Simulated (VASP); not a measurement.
Input of a VASP 6.6.1 run:

INCAR

```
  PREC = Accurate
  ENCUT = 520
  EDIFF = 1E-7
  ISMEAR = 0
  SIGMA = 0.1
  LREAL = F
  LASPH = T
  NELM = 80
  ALGO = Normal
  ISIF = 2
  LWAVE = F
  LCHARG = T
  GGA = PS
  LELF = T
  LVHAR = T
  NBANDS = 7
```

KPOINTS

```
Automatic mesh
0
Gamma
  18 18 18
```

File POSCAR:

```
Mg
1.0
   -1.5991566920      1.5991566920      1.5535545409
    1.5991566920     -1.5991566920      1.5535545409
    1.5991566920      1.5991566920     -1.5535545409
Mg
1
Direct
    0.0000000000      0.0000000000      0.0000000000
```

Potentials or basis: VASP PAW PBE potentials, release 64 (Mg).

Run with:

```console
$ cat potpaw_PBE.64/Mg/POTCAR > POTCAR
$ mpirun -np 1 vasp_std > vasp.out
```

(1) Estimate the pressure.

(2) Predict the band gap on the k mesh.

Results:

(1) 25.4 GPa.

(2) zero (bands 1 and 2 overlap by 4.87 eV).

Caveat: the cell stands under pressure; the PAW data sets were made with another functional, which shifts forces and pressure a little.
